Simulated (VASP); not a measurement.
TlCl, 2 atoms in the cell. Symmetry: Pm-3m, No. 221, cubic system. The conventional cell has a = 3.794 Å, b = 3.794 Å, c = 3.794 Å, α = 90.00°, β = 90.00°, γ = 90.00°. Tl (site symmetry m-3m) has 8 Cl at 3.29 Å and 6 Tl at 3.79 Å within 4.3 Å. Cl (site symmetry m-3m) has 8 Tl at 3.29 Å and 6 Cl at 3.79 Å within 4.3 Å. 

```yaml
Program: VASP 6.6.1
Task: single point
Functional: HSE06
Potentials_or_basis: VASP PAW PBE potentials, release 64 (Tl_d, Cl)
Cutoff: 400 eV
k_mesh: 4 × 4 × 4
Occupations: gaussian, width 0.01 eV
Spin: no spin polarisation
Dipole_correction: no
Grid_for_exact_exchange_PRECFOCK: Normal
Further_INCAR_settings: ALGO = Normal; EDIFF = 1e-06; NBANDS = 17
Share_of_exact_exchange: 0.25
Screening_parameter: 0.2079 1/Å
```

Potentials or basis: VASP PAW PBE potentials, release 64 (Tl_d, Cl).

Run with:

```sh
$ cat potpaw_PBE.64/Tl_d/POTCAR potpaw_PBE.64/Cl/POTCAR > POTCAR
$ cp INCAR.step1 INCAR
$ mpirun -np 1 vasp_std > vasp.out
$ cp INCAR.step2 INCAR
$ mpirun -np 1 vasp_std > vasp.out
```

Hardware: 1 thread of Intel Xeon 8259CL (shared host).

Problem. Estimate the wall time of this run.

Solution. It took 9 min on 1 thread of Intel Xeon 8259CL, with other jobs on the host, peak memory 0.26 GiB. Counts: k points 10.
